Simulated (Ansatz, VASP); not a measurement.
# KTaO3: VASP beside Ansatz

The input INCAR:

```
  PREC = Accurate
  ENCUT = 520
  EDIFF = 1E-6
  ISMEAR = 0
  SIGMA = 0.05
  LREAL = F
  LASPH = T
  NELM = 100
  ALGO = Normal
  ISIF = 2
  LWAVE = F
  LCHARG = T
  GGA = PE
  LELF = T
  LVHAR = T
  NBANDS = 27
```

File KPOINTS:

```
Automatic mesh
0
Gamma
  8 8 8
```

The input POSCAR:

```
KTaO3
1.0
    3.8885925000      0.0000000000      0.0000000000
    0.0000000000      3.8885925000      0.0000000000
    0.0000000000      0.0000000000      4.0880075000
K Ta O
1 1 3
Direct
    0.5000000000      0.5000000000      0.5000000000
    0.0000000000      0.0000000000      0.0000000000
    0.5000000000      0.0000000000      0.0000000000
    0.0000000000      0.5000000000      0.0000000000
    0.0000000000      0.0000000000      0.5000000000
```

Input for Ansatz:

```yaml
crystal:
  lattice:
    - [3.8885925, 0.0, 0.0]
    - [0.0, 3.8885925, 0.0]
    - [0.0, 0.0, 4.0880075]
  atoms:
    - { symbol: K, position: [0.5, 0.5, 0.5] }
    - { symbol: Ta, position: [0.0, 0.0, 0.0] }
    - { symbol: O, position: [0.5, 0.0, 0.0] }
    - { symbol: O, position: [0.0, 0.5, 0.0] }
    - { symbol: O, position: [0.0, 0.0, 0.5] }
basis:
  ecutwfc: 420
kpoints:
  mp_grid: { grid: [8, 8, 8] }
hamiltonian:
  xc: pbe
scf:
  occupations: { method: gaussian, width: 0.05 }
output:
  forces: true
  stress: true
  eigenvalues: true
  write_density: true
  write_potential: true
  elf: true
  volumetric_format: npy
```

Change from the starting cell: strain -0.025 along x and y, +0.025 along z, atoms carried along.

Alike in both runs: task single point; functional PBE; k mesh 8 × 8 × 8; occupations gaussian, width 0.05 eV; no spin polarisation.

|  | VASP | Ansatz |
| --- | --- | --- |
| version | VASP 6.6.1 | Ansatz 0.2.0 |
| potentials or method | VASP PAW PBE potentials, release 64 (K_sv, Ta_pv, O), cutoff 520 eV | scalar-relativistic, plane waves, PAW |
| valence electrons in the cell | 38 | 40 |

```csv
,VASP,Ansatz,Ansatz less VASP
gap on the k mesh at the Fermi level (eV),2.17,2.22,+0.048
least direct gap on the mesh (eV),2.74,2.78,+0.038
pressure (GPa),13.0,12.2,-0.81
"traceless stress, the component that is largest in VASP (GPa)",-13.44,-13.21,+0.234
```

VASP's potentials hold 38 valence electrons a cell and Ansatz's 40, so a difference there can come from the potentials and not from the codes.

Spin-orbit coupling is off throughout.
